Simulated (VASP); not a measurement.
Ga3Se, 4 atoms in the cell. It takes space group P4/mmm (No. 123, tetragonal). The conventional cell has a = 4.259 Å, b = 4.259 Å, c = 4.453 Å, α = 90.00°, β = 90.00°, γ = 90.00°. Ga (site symmetry mmm) has 8 Ga at 3.01 to 3.08 Å and 4 Se at 3.08 Å within 4.0 Å. Ga (site symmetry 4/mmm) has 4 Se at 3.01 Å and 8 Ga at 3.08 Å within 4.0 Å. Within 4.0 Å of Se (site symmetry 4/mmm) lie 12 Ga at 3.01 to 3.08 Å.  This cell differs from its parent crystal: strain -0.015 along x and y, +0.030 along z.

- Program: VASP 6.6.1
- Task: single point
- Functional: PBE
- Dispersion: D3(BJ)
- Potentials or basis: VASP PAW PBE potentials, release 64 (Ga_d, Se)
- Cutoff: 520 eV
- k mesh: 12 × 12 × 12
- Occupations: gaussian, width 0.15 eV
- Spin: no spin polarisation
- Dipole correction: no
- Further INCAR settings: ALGO = Normal; EDIFF = 1e-06; NBANDS = 30

Potentials or basis: VASP PAW PBE potentials, release 64 (Ga_d, Se).

Command:

```bash
$ cat potpaw_PBE.64/Ga_d/POTCAR potpaw_PBE.64/Se/POTCAR > POTCAR
$ mpirun -np 1 vasp_std > vasp.out
```

Hardware: 1 thread of Intel Xeon 8259CL, with other jobs on the host.

Problem. How long does it take, and how much memory?

Solution. It took 5.1 min on 1 thread of Intel Xeon 8259CL, with other jobs on the host, peak memory 0.49 GiB. Counts: scf iterations 12, k points 196.
